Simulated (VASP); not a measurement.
Input of a VASP 6.6.1 run:

The input INCAR:

```
ALGO = Normal
EDIFF = 1E-6
ENCUT = 520
GGA = PE
ISIF = 2
ISMEAR = -1
LASPH = T
LCHARG = F
LREAL = F
LWAVE = F
NBANDS = 12
NELM = 100
PREC = Accurate
SIGMA = 0.06122561905347299
```

File KPOINTS:

```
k-points
0
Gamma
  14 14 14
```

Contents of POSCAR:

```
Cd
1.0
    0.0000000000      2.2063168019      2.2063168019
    2.2063168019      0.0000000000      2.2063168019
    2.2063168019      2.2063168019      0.0000000000
Cd
1
Direct
    0.0000000000      0.0000000000      0.0000000000
```

Potentials or basis: VASP PAW PBE potentials, release 64 (Cd).

Run with:

```console
$ cat potpaw_PBE.64/Cd/POTCAR > POTCAR
$ mpirun -np 1 vasp_std > vasp.out
```

Task: Estimate the pressure.

Result: 3.4 GPa.

Task: Predict the band gap on the k mesh.

Result: Zero (bands 6 and 7 overlap by 2.69 eV).

Caveat: the cell stands under pressure.
